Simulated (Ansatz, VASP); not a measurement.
## Lu: VASP beside Ansatz

File INCAR:

```
SYSTEM = Lu
PREC = Accurate ; ENCUT = 520
EDIFF = 1E-6 ; ISMEAR = -1
SIGMA = 0.1 ; LREAL = .FALSE.
LASPH = .TRUE. ; NELM = 150
ALGO = Normal ; ISIF = 2
LWAVE = .FALSE. ; LCHARG = .FALSE.
MAGMOM = 0 0 0 ; LORBIT = 11
LSORBIT = .TRUE. ; GGA_COMPAT = .FALSE.
LORBMOM = .TRUE. ; GGA = PE
NBANDS = 36
```

KPOINTS

```
Automatic mesh
0
G
  11 11 11
  0 0 0
```

The input POSCAR:

```
Lu
1.0
   -1.9505918332      1.9505918332      1.9505918332
    1.9505918332     -1.9505918332      1.9505918332
    1.9505918332      1.9505918332     -1.9505918332
Lu
1
Direct
    0.0000000000      0.0000000000      0.0000000000
```

Input for Ansatz:

```yaml
crystal:
  lattice:
    - [-1.9505918332, 1.9505918332, 1.9505918332]
    - [1.9505918332, -1.9505918332, 1.9505918332]
    - [1.9505918332, 1.9505918332, -1.9505918332]
  atoms:
    - { symbol: Lu, position: [0.0, 0.0, 0.0] }
hamiltonian:
  xc: pbe
  pseudopotentials:
    kind: paw_fr
    azcp:
      Lu: "pseudopotentials/Lu.paw.azcp"
basis:
  ecutwfc: 420
  fft_grid_basis: typed
kpoints:
  mp_grid: { grid: [11, 11, 11], shift: [0, 0, 0] }
magnetization:
  noncollinear: true
  spin_orbit: true
scf:
  occupations: { method: fermi_dirac, width: 0.1 }
output:
  write_density: true
  write_potential: true
  elf: true
  volumetric_format: npy
```

Alike in both runs: task single point; functional PBE; k mesh 11 × 11 × 11; occupations fermi-dirac, width 0.1 eV; non-collinear spin, spin-orbit coupling.

```csv
,VASP,Ansatz
version,VASP 6.6.1,Ansatz 0.2.0
potentials or method,"VASP PAW PBE potentials, release 64 (Lu), cutoff 520 eV","plane waves (420 eV) with PAW, fully relativistic with spin-orbit coupling"
valence electrons in the cell,25,25
```

```tsv
	VASP	Ansatz	Ansatz less VASP
net moment per atom (μB)	0.00	0.00	0.000
```
